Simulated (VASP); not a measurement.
Here is a VASP 6.6.1 calculation.

POSCAR

```
P
1.0
    0.0000000000      1.9670729634      1.9670729634
    1.9670729634      0.0000000000      1.9670729634
    1.9670729634      1.9670729634      0.0000000000
P
1
Direct
    0.0000000000      0.0000000000      0.0000000000
```

File INCAR.step1:

```
PREC = Accurate
ENCUT = 600
ISMEAR = -1
SIGMA = 0.1
LREAL = F
LASPH = T
NELM = 100
GGA = PE
ALGO = Normal
EDIFF = 1E-4
LWAVE = T
LCHARG = F
```

Contents of INCAR.step2:

```
PREC = Accurate
ENCUT = 600
EDIFF = 1E-7
ISMEAR = -1
SIGMA = 0.1
LREAL = F
LASPH = T
NELM = 100
ALGO = Normal
ISIF = 3
LWAVE = F
LCHARG = F
METAGGA = R2SCAN
LMIXTAU = T
IBRION = 2
NSW = 80
EDIFFG = -0.01
ISTART = 1
```

KPOINTS

```
regular mesh
0
Gamma
  14 14 14
```

Potentials or basis: VASP PAW PBE potentials, release 64 (P).

Launch:

```bash
$ cat potpaw_PBE.64/P/POTCAR > POTCAR
$ cp INCAR.step1 INCAR
$ mpirun -np 1 vasp_std > vasp.out
$ cp INCAR.step2 INCAR
$ mpirun -np 1 vasp_std > vasp.out
```

Question: Estimate the space group after relaxing (to 0.05 Å).

Answer: Fm-3m (No. 225).

Question: Predict the relaxed cell.

Answer: a = 2.746 Å, b = 2.746 Å, c = 2.746 Å, α = 60.00°, β = 60.00°, γ = 60.00°.

Question: Estimate the relaxed volume.

Answer: 14.65 Å³/atom.

The path:
```
step  energy change (eV)  largest force (eV/Å)  pressure (GPa)  volume (Å³)
   1              0.0000                0.0000           -3.05        15.22
   2             -0.0056                0.0000            0.33        14.59
   3             -0.0056                0.0000           -0.04        14.65
```

Caveat: the PAW data sets were made with another functional, which shifts forces and pressure a little.
